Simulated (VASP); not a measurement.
# Si3Mo (Fm-3m) in VASP: further runs

The runs below take Si3Mo through relaxation of cell and atoms, single point, with PBE.

Program: VASP 6.6.1. These are calculated values, not measurements. Logs are shortened: lines on timing, memory, paths and dates and some standing lists are left out, and cuts for length are marked.

## Step 1: The cell of the first run

The structure is cubic, space group Fm-3m (No. 225). Conventional cell: a = 6.125 Å, b = 6.125 Å, c = 6.125 Å, α = 90.00°, β = 90.00°, γ = 90.00°. Within 3.5 Å of Si (site symmetry -43m) lie 10 Si at 2.65 to 3.06 Å and 4 Mo at 2.65 Å. Within 3.5 Å of Si (site symmetry m-3m) lie 8 Si at 2.65 Å and 6 Mo at 3.06 Å. Within 3.5 Å of Mo (site symmetry m-3m) lie 14 Si at 2.65 to 3.06 Å.

## Step 2: Relaxation of cell and atoms, PBE

INCAR

```
SYSTEM = Si3Mo
PREC = Accurate ; ENCUT = 600
EDIFF = 1E-6 ; ISMEAR = 0
SIGMA = 0.1 ; LREAL = .FALSE.
LASPH = .TRUE. ; NELM = 100
ALGO = Normal ; ISIF = 3
LWAVE = .FALSE. ; LCHARG = .FALSE.
GGA = PE ; IBRION = 2
NSW = 90 ; EDIFFG = -0.04
```

KPOINTS

```
Automatic mesh
0
G
  6 6 6
  0 0 0
```

POSCAR

```
Si3Mo
1.0
    0.0000000000      3.0625651722      3.0625651722
    3.0625651722      0.0000000000      3.0625651722
    3.0625651722      3.0625651722      0.0000000000
Si Mo
3 1
Direct
    0.2500000000      0.2500000000      0.2500000000
    0.5000000000      0.5000000000      0.5000000000
    0.7500000000      0.7500000000      0.7500000000
    0.0000000000      0.0000000000      0.0000000000
```

Potentials or basis: VASP PAW PBE potentials, release 64 (Si, Mo_sv).

Launch:

```console
$ cat potpaw_PBE.64/Si/POTCAR potpaw_PBE.64/Mo_sv/POTCAR > POTCAR
$ mpirun -np 1 vasp_std > vasp.out
```

OUTCAR:

```text
SYSTEM = Si3Mo
   PREC = Accurate
   ENCUT = 600
   EDIFF = 1E-6
   ISMEAR = 0
   LREAL = .FALSE.
   LASPH = .TRUE.
   NELM = 100
   ISIF = 3
   GGA = PE
   IBRION = 2
   NSW = 90
   EDIFFG = -0.04

 ion  position               nearest neighbor table
   1  0.250  0.250  0.250-   2 2.65   4 2.65   4 2.65   4 2.65   4 2.65   2 2.65   2 2.65   2 2.65
                             3 3.06   3 3.06   3 3.06   3 3.06   3 3.06   3 3.06
   2  0.500  0.500  0.500-   1 2.65   3 2.65   1 2.65   1 2.65   1 2.65   3 2.65   3 2.65   3 2.65
                             4 3.06   4 3.06   4 3.06   4 3.06   4 3.06   4 3.06
   3  0.750  0.750  0.750-   2 2.65   4 2.65   2 2.65   2 2.65   2 2.65   4 2.65   4 2.65   4 2.65
                             1 3.06   1 3.06   1 3.06   1 3.06   1 3.06   1 3.06
   4  0.000  0.000  0.000-   1 2.65   3 2.65   3 2.65   3 2.65   3 2.65   1 2.65   1 2.65   1 2.65
                             2 3.06   2 3.06   2 3.06   2 3.06   2 3.06   2 3.06

  LATTYP: Found a face centered cubic cell.
 ALAT       =     6.1251303444

  Lattice vectors:

 A1 = (   0.0000000000,   3.0625651722,   3.0625651722)
 A2 = (   3.0625651722,   0.0000000000,   3.0625651722)
 A3 = (   3.0625651722,   3.0625651722,   0.0000000000)

Analysis of symmetry for initial positions (statically):
=====================================================================
 Subroutine PRICEL returns:
 Original cell was already a primitive cell.

 Routine SETGRP: Setting up the symmetry group for a
 face centered cubic supercell.

 Subroutine GETGRP returns: Found 48 space group operations
 (whereof 48 operations were pure point group operations)
 out of a pool of 48 trial point group operations.

The static configuration has the point symmetry O_h .

Analysis of symmetry for dynamics (positions and initial velocities):
=====================================================================
 Subroutine PRICEL returns:
 Original cell was already a primitive cell.

 Routine SETGRP: Setting up the symmetry group for a
 face centered cubic supercell.

 Subroutine GETGRP returns: Found 48 space group operations
 (whereof 48 operations were pure point group operations)
 out of a pool of 48 trial point group operations.

The dynamic configuration has the point symmetry O_h .

 Subroutine INISYM returns: Found 48 space group operations
 (whereof 48 operations are pure point group operations),
 and found     1 'primitive' translations

----------------------------------------------------------------------------------------

                                     Primitive cell

  volume of cell :      57.4495

  direct lattice vectors                    reciprocal lattice vectors
     0.000000000  3.062565172  3.062565172    -0.163261832  0.163261832  0.163261832
     3.062565172  0.000000000  3.062565172     0.163261832 -0.163261832  0.163261832
     3.062565172  3.062565172  0.000000000     0.163261832  0.163261832 -0.163261832

  length of vectors
     4.331121202  4.331121202  4.331121202     0.282777788  0.282777788  0.282777788

  position of ions in fractional coordinates (direct lattice)
     0.250000000  0.250000000  0.250000000
     0.500000000  0.500000000  0.500000000
     0.750000000  0.750000000  0.750000000
     0.000000000  0.000000000  0.000000000

  ion indices of the primitive-cell ions
   primitive index   ion index
                 1           1
                 2           2
                 3           3
                 4           4

----------------------------------------------------------------------------------------

 KPOINTS: Automatic mesh

Automatic generation of k-mesh.
 Grid dimensions read from file:
 generate k-points for:    6    6    6

 Generating k-lattice:

  Cartesian coordinates                     Fractional coordinates (reciprocal lattice)
    -0.027210305  0.027210305  0.027210305     0.166666667  0.000000000  0.000000000
     0.027210305 -0.027210305  0.027210305     0.000000000  0.166666667  0.000000000
     0.027210305  0.027210305 -0.027210305     0.000000000  0.000000000  0.166666667

  Length of vectors
     0.047129631  0.047129631  0.047129631

  Shift w.r.t. Gamma in fractional coordinates (k-lattice)
     0.000000000  0.000000000  0.000000000

 Subroutine IBZKPT returns following result:
 ===========================================

 Found     16 irreducible k-points:

 Following reciprocal coordinates:
            Coordinates               Weight
  0.000000  0.000000  0.000000      1.000000
  0.166667  0.000000  0.000000      8.000000
  0.333333  0.000000  0.000000      8.000000
  0.500000  0.000000  0.000000      4.000000
  0.166667  0.166667  0.000000      6.000000
  0.333333  0.166667  0.000000     24.000000
[... 8 lines left out ...]
 -0.333333  0.333333  0.166667     24.000000
 -0.333333  0.500000  0.166667     12.000000
   k-points           NKPTS =     16   k-points in BZ     NKDIM =     16   number of bands    NBANDS=     17
   number of dos      NEDOS =    301   number of ions     NIONS =      4
   total plane-waves  NPLWV =  46656
   dimension x,y,z NGX =    36 NGY =   36 NGZ =   36
   dimension x,y,z NGXF=    72 NGYF=   72 NGZF=   72
   ions per type =               3   1
   NGX,Y,Z   is equivalent  to a cutoff of  13.82, 13.82, 13.82 a.u.
   NGXF,Y,Z  is equivalent  to a cutoff of  27.64, 27.64, 27.64 a.u.
 SYSTEM =  Si3Mo
   PREC   = accura    normal or accurate (medium, high low for compatibility)
   ISTART =      0    job   : 0-new  1-cont  2-samecut
   ICHARG =      2    charge: 1-file 2-atom 10-const
   ISPIN  =      1    spin polarized calculation?
   LNONCOLLINEAR =      F non collinear calculations
   LSORBIT =      F    spin-orbit coupling
   LASPH  =      T    aspherical Exc in radial PAW
   ENCUT  =  600.0 eV  44.10 Ry    6.64 a.u.   8.65  8.65  8.65*2*pi/ulx,y,z
   NELM   =    100;   NELMIN=  2; NELMDL= -5     # of ELM steps
   EDIFF  = 0.1E-05   stopping-criterion for ELM
   LREAL  =      F    real-space projection
   EDIFFG = -.4E-01   stopping-criterion for IOM
   NSW    =     90    number of steps for IOM
   IBRION =      2    ionic relax: 0-MD 1-quasi-New 2-CG
   NFREE  =      1    steps in history (QN), initial steepest desc. (CG)
   ISIF   =      3    stress and relaxation
   ISYM   =      2    0-nonsym 1-usesym 2-fastsym
   POTIM  = 0.5000    time-step for ionic-motion
   TEBEG  =    0.0;   TEEND  =   0.0 temperature during run
   PSTRESS=    0.0 pullay stress
   NELECT =      26.0000    total number of electrons
   NUPDOWN=      -1.0000    fix difference up-down
   EMIN   =  10.00;   EMAX   =-10.00  energy-range for DOS
   EFERMI =   0.00;   METHOD = LEGACY
   ISMEAR =     0;   SIGMA  =   0.10  broadening in eV -4-tet -1-fermi 0-gaus
   EFERMI_NEDOS =   21; number of points for ismear=-14 and -15
   IALGO  =     38    algorithm
   IMIX   =      4    mixing-type and parameters
     AMIX     =   0.40;   BMIX     =  1.00
     AMIX_MAG =   1.60;   BMIX_MAG =  1.00
  volume/ion in A,a.u.               =      14.36        96.92
  Fermi-wavevector in a.u.,A,eV,Ry     =   1.256909  2.375214 21.494770  1.579821
  Thomas-Fermi vector in A             =   2.390594
   LORBIT       =      0    0 simple, 1 ext, 2 COOP (PROOUT), +10 PAW based schemes
   GGA     = PE    functional components
   LHFCALC =     F    Hartree Fock is set to
   AEXX    =    0.0000 exact exchange contribution
   IVDW    =     0    specifies the selected vdW correction
   LEPSILON=     F    determine dielectric tensor
   LRPA    =     F    only Hartree local field effects (RPA)
 conjugate gradient relaxation of ions
 non-spin polarized calculation
 Gauss-broadening in eV      SIGMA  =   0.10
  energy-cutoff  :      600.00
  volume of cell :       57.45
 maximum number of plane-waves:      1936
 NGX is ok and might be reduce to    36
   NGX = 17   NGY = 17   NGZ = 17

--------------------------------------- Ionic step        1  -------------------------------------------

 number of electron      26.0000000 magnetization

 Free energy of the ion-electron system (eV)
  ---------------------------------------------------
  ext. energy  EPLUGINS =         0.00000000
  ---------------------------------------------------
  free energy    TOTEN  =       -25.66322148 eV

  energy without entropy =      -25.65213506  energy(sigma->0) =      -25.65767827

------------------------ aborting loop because EDIFF is reached ----------------------------------------

  FORCE on cell =-STRESS in cart. coord.  units (eV):
  Direction    XX          YY          ZZ          XY          YZ          ZX
  --------------------------------------------------------------------------------------
  -------------------------------------------------------------------------------------
  Total       -0.8178419     -0.8178419     -0.8178419      0.0000000     -0.0000000      0.0000000
  in kB      -22.8083543    -22.8083543    -22.8083543      0.0000000     -0.0000000      0.0000000
  external PRESSURE =     -22.8083543 kB  Pullay stress =       0.0000000 kB

 VOLUME and BASIS-vectors are now :
 -----------------------------------------------------------------------------
  energy-cutoff  :      600.00
  volume of cell :       57.45
      direct lattice vectors                 reciprocal lattice vectors
     0.000000000  3.062565172  3.062565172    -0.163261832  0.163261832  0.163261832
     3.062565172  0.000000000  3.062565172     0.163261832 -0.163261832  0.163261832
     3.062565172  3.062565172  0.000000000     0.163261832  0.163261832 -0.163261832
[... 39 lines left out ...]
 POSITION                                       TOTAL-FORCE (eV/Angst)
 -----------------------------------------------------------------------------------
      1.51618      1.51618      1.51618         0.000000     -0.000000      0.000000
      3.03236      3.03236      3.03236        -0.000000      0.000000      0.000000
      4.54854      4.54854      4.54854        -0.000000     -0.000000     -0.000000
      3.03236      3.03236      6.06471        -0.000000      0.000000      0.000000
 -----------------------------------------------------------------------------------
    total drift:                                0.000000      0.000000      0.000000

  FREE ENERGIE OF THE ION-ELECTRON SYSTEM (eV)
  ---------------------------------------------------
  free  energy   TOTEN  =       -25.6650484688 eV

  energy  without entropy=      -25.6551801971  energy(sigma->0) =      -25.66011433

--------------------------------------- Ionic step        3  -------------------------------------------

 number of electron      26.0000001 magnetization

 Free energy of the ion-electron system (eV)
  ---------------------------------------------------
  ext. energy  EPLUGINS =         0.00000000
  ---------------------------------------------------
  free energy    TOTEN  =       -25.66983224 eV

  energy without entropy =      -25.65943238  energy(sigma->0) =      -25.66463231

 E-fermi :  11.0707     XC(G=0): -11.9659

 val. band max:       11.0466628349   @ k =  -0.3333   0.5000   0.1667
 cond. band min:      11.1150657744   @ k =   0.5000   0.1667   0.0000
 fundamental gap:      0.0684029396
 Fermi energy:        11.0706802950

 k-point     1 :       0.0000    0.0000    0.0000
  band No.  band energies     occupation
      1     -49.3181      2.00000
      2     -23.4768      2.00000
      3     -23.4768      2.00000
      4     -23.4768      2.00000
      5      -2.2651      2.00000
      6       6.4273      2.00000
[... 9 lines left out ...]
     16      14.2836      0.00000
     17      14.2836      0.00000
[... 320 lines left out ...]
 POSITION                                       TOTAL-FORCE (eV/Angst)
 -----------------------------------------------------------------------------------
      1.52308      1.52308      1.52308        -0.000000     -0.000000     -0.000000
      3.04616      3.04616      3.04616        -0.000000     -0.000000     -0.000000
      4.56924      4.56924      4.56924         0.000000      0.000000      0.000000
      0.00000      0.00000      0.00000        -0.000000     -0.000000     -0.000000
 -----------------------------------------------------------------------------------
    total drift:                               -0.000000      0.000000      0.000000

  FREE ENERGIE OF THE ION-ELECTRON SYSTEM (eV)
  ---------------------------------------------------
  free  energy   TOTEN  =       -25.6698322392 eV

  energy  without entropy=      -25.6594323755  energy(sigma->0) =      -25.66463231

 reached required accuracy - stopping structural energy minimisation
```

Wall time 27 s (1 thread of AMD EPYC 9R45 (Zen 5), shared host); peak memory 0.19 GiB.

Results:

- Free energy: -25.6698 eV
- Relaxed volume: 14.13 Å³/atom
- Relaxed cell: a = 4.308 Å, b = 4.308 Å, c = 4.308 Å, α = 60.00°, β = 60.00°, γ = 60.00°
- Space group after relaxing (to 0.05 Å): Fm-3m (No. 225)
- Energy gained by relaxing: 1.7 meV/atom
- Ionic steps: 3
- Pressure after relaxing: 0.0 GPa
- Band gap on the k mesh: zero (band 13 reaches 11.29 eV, above the bottom of band 14 at 9.42 eV)

The path:
| step | energy change (eV) | largest force (eV/Å) | pressure (GPa) | volume (Å³) |
| --- | --- | --- | --- | --- |
| 1 | 0.0000 | 0.0000 | -2.28 | 57.45 |
| 2 | -0.0018 | 0.0000 | 2.04 | 55.77 |
| 3 | -0.0066 | 0.0000 | 0.00 | 56.53 |

Final structure:
```cif
data_structure
_symmetry_space_group_name_H-M 'P 1'
_symmetry_Int_Tables_number 1
_cell_length_a 4.3079
_cell_length_b 4.3079
_cell_length_c 4.3079
_cell_angle_alpha 60.000
_cell_angle_beta 60.000
_cell_angle_gamma 60.000
_cell_volume 56.53
loop_
_atom_site_label
_atom_site_type_symbol
_atom_site_fract_x
_atom_site_fract_y
_atom_site_fract_z
_atom_site_occupancy
Si1 Si 0.25000 0.25000 0.25000 1
Si2 Si 0.50000 0.50000 0.50000 1
Si3 Si 0.75000 0.75000 0.75000 1
Mo1 Mo 0.00000 0.00000 0.00000 1
```

Levels at points of the mesh, in eV from the Fermi level:
```csv
k point,band 11,band 12,band 13,band 14,band 15,band 16
"(0.00, 0.00, 0.00)",-1.86,-1.86,-1.65,-1.65,-0.69,3.21
"(0.50, 0.00, 0.00)",-1.51,-1.51,-1.17,-1.17,3.04,3.04
"(0.50, 0.50, 0.00)",-1.15,-1.15,-0.44,1.49,3.32,4.82
```

## Step 3: Single point, PBE, collinear spin, ferromagnetic start

This run uses another cell than the first one, of 14.13 Å³/atom, 0.984 times its volume.

INCAR

```
PREC = Accurate
ENCUT = 520
EDIFF = 1E-6
ISMEAR = 0
SIGMA = 0.1
LREAL = F
LASPH = T
NELM = 150
ALGO = Normal
ISIF = 2
LWAVE = F
LCHARG = F
ISPIN = 2
MAGMOM = 0 0 0 1
LORBIT = 11
LMAXMIX = 4
GGA = PE
NBANDS = 25
```

KPOINTS

```
Automatic mesh
0
Gamma
  6 6 6
```

POSCAR

```
Si3Mo
1.0
    0.0000000000      3.0459659078      3.0459659078
    3.0459659078      0.0000000000      3.0459659078
    3.0459659078      3.0459659078      0.0000000000
Si Mo
3 1
Direct
    0.2500000000      0.2500000000      0.2500000000
    0.5000000000      0.5000000000      0.5000000000
    0.7500000000      0.7500000000      0.7500000000
    0.0000000000      0.0000000000      0.0000000000
```

Potentials or basis: VASP PAW PBE potentials, release 64 (Si, Mo_sv).

Launch:

```console
$ cat potpaw_PBE.64/Si/POTCAR potpaw_PBE.64/Mo_sv/POTCAR > POTCAR
$ mpirun -np 1 vasp_std > vasp.out
```

OUTCAR:

```text
PREC = Accurate
   ENCUT = 520
   EDIFF = 1E-6
   ISMEAR = 0
   LREAL = F
   LASPH = T
   NELM = 150
   ISIF = 2
   ISPIN = 2
   LORBIT = 11
   GGA = PE

 ion  position               nearest neighbor table
   1  0.250  0.250  0.250-   2 2.64   4 2.64   4 2.64   4 2.64   4 2.64   2 2.64   2 2.64   2 2.64
                             3 3.05   3 3.05   3 3.05   3 3.05   3 3.05   3 3.05
   2  0.500  0.500  0.500-   1 2.64   3 2.64   1 2.64   1 2.64   1 2.64   3 2.64   3 2.64   3 2.64
                             4 3.05   4 3.05   4 3.05   4 3.05   4 3.05   4 3.05
   3  0.750  0.750  0.750-   2 2.64   4 2.64   2 2.64   2 2.64   2 2.64   4 2.64   4 2.64   4 2.64
                             1 3.05   1 3.05   1 3.05   1 3.05   1 3.05   1 3.05
   4  0.000  0.000  0.000-   1 2.64   3 2.64   3 2.64   3 2.64   3 2.64   1 2.64   1 2.64   1 2.64
                             2 3.05   2 3.05   2 3.05   2 3.05   2 3.05   2 3.05

  LATTYP: Found a face centered cubic cell.
 ALAT       =     6.0919318156

  Lattice vectors:

 A1 = (   0.0000000000,   3.0459659078,   3.0459659078)
 A2 = (   3.0459659078,   0.0000000000,   3.0459659078)
[... 1098 lines left out ...]
  Direction    XX          YY          ZZ          XY          YZ          ZX
  --------------------------------------------------------------------------------------
  -------------------------------------------------------------------------------------
  Total        0.0142063      0.0142063      0.0142063     -0.0000000      0.0000000      0.0000000
  in kB        0.4027038      0.4027038      0.4027038     -0.0000000      0.0000000      0.0000000
  external PRESSURE =       0.4027038 kB  Pullay stress =       0.0000000 kB

 VOLUME and BASIS-vectors are now :
 -----------------------------------------------------------------------------
  energy-cutoff  :      520.00
  volume of cell :       56.52
      direct lattice vectors                 reciprocal lattice vectors
     0.000000000  3.045965908  3.045965908    -0.164151542  0.164151542  0.164151542
     3.045965908  0.000000000  3.045965908     0.164151542 -0.164151542  0.164151542
     3.045965908  3.045965908  0.000000000     0.164151542  0.164151542 -0.164151542

 POSITION                                       TOTAL-FORCE (eV/Angst)
 -----------------------------------------------------------------------------------
      1.52298      1.52298      1.52298         0.000000      0.000000     -0.000000
      3.04597      3.04597      3.04597         0.000000      0.000000     -0.000000
      4.56895      4.56895      4.56895        -0.000000     -0.000000      0.000000
      0.00000      0.00000      0.00000         0.000000      0.000000     -0.000000
 -----------------------------------------------------------------------------------
    total drift:                                0.000000     -0.000000      0.000000

  FREE ENERGIE OF THE ION-ELECTRON SYSTEM (eV)
  ---------------------------------------------------
  free  energy   TOTEN  =       -25.6694680387 eV

  energy  without entropy=      -25.6590759257  energy(sigma->0) =      -25.66427198

 total charge

# of ion       s       p       d       tot
------------------------------------------
    1        0.786   0.794   0.000   1.580
    2        0.804   0.720   0.000   1.524
    3        0.786   0.794   0.000   1.580
    4        2.322   6.140   4.117  12.579
--------------------------------------------------
tot          4.699   8.448   4.117  17.264

 magnetization (x)

# of ion       s       p       d       tot
------------------------------------------
    1       -0.000  -0.000   0.000  -0.000
    2       -0.000  -0.000   0.000  -0.000
    3       -0.000  -0.000   0.000  -0.000
    4        0.000   0.000   0.000   0.000
--------------------------------------------------
tot         -0.000  -0.000   0.000   0.000
```

It took 20 s on 1 thread of AMD EPYC 9R45 (Zen 5), shared host; peak memory 0.18 GiB.

Results:

```
Free energy                                           : -25.6695 eV
Pressure                                              : 0.0 GPa
Band gap on the k mesh                                : zero (filled and empty bands overlap)
Net moment                                            : 0.00 μB per cell
Valence electrons inside the program's atomic spheres : Si 1.58, 1.52; Mo 12.58
```

[end of part 1 of 2]
